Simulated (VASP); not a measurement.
Write the native input for VASP 6.6.1 that does the following.

* Task: single point
* Functional: PBEsol
* Potentials or basis: VASP PAW PBE potentials, release 64 (Bi_d, Te)
* Cutoff: 520 eV
* k mesh: 8 × 8 × 8
* Occupations: gaussian, width 0.01 eV
* Spin: no spin polarisation
* Dipole correction: no
* Further INCAR settings: ALGO = Normal; EDIFF = 1e-06; NBANDS = 32

The structure of Bi2Te3 lies in POSCAR:

```
Bi2Te3
1.0
    2.1911778111      1.2650770991     10.0946047193
   -2.1911778111      1.2650770991     10.0946047193
    0.0000000000     -2.5301541982     10.0946047193
Bi Te
2 3
Direct
    0.3998900370      0.3998900370      0.3998900370
    0.6001099630      0.6001099630      0.6001099630
    0.0000000000      0.0000000000      0.0000000000
    0.2099055104      0.2099055104      0.2099055104
    0.7900944896      0.7900944896      0.7900944896
```

These files were run (other wordings do the same):

INCAR

```
SYSTEM = Bi2Te3
  PREC = Accurate
  ENCUT = 520
  EDIFF = 1E-6
  ISMEAR = 0
  SIGMA = 0.01
  LREAL = .False.
  LASPH = .True.
  NELM = 60
  ALGO = Normal
  ISIF = 2
  LWAVE = .False.
  LCHARG = .False.
  GGA = PS
  NBANDS = 32
```

KPOINTS

```
regular mesh
0
Gamma
  8 8 8
  0 0 0
```

Potentials or basis: VASP PAW PBE potentials, release 64 (Bi_d, Te).

Launch:

```sh
$ cat potpaw_PBE.64/Bi_d/POTCAR potpaw_PBE.64/Te/POTCAR > POTCAR
$ mpirun -np 1 vasp_std > vasp.out
```

It gave:

| Property | Result |
| --- | --- |
| Pressure | 0.0 GPa |
| Largest force | 0.019 eV/Å |
| Band gap on the k mesh | 0.20 eV, direct |

Caveat: the PAW data sets were made with another functional, which shifts forces and pressure a little; spin-orbit coupling is left out, which moves the levels of the heavy elements.

Run time: 28 min on 1 thread of Oxide Virtual Turin-like Processor (shared host), peak memory 1 GiB.
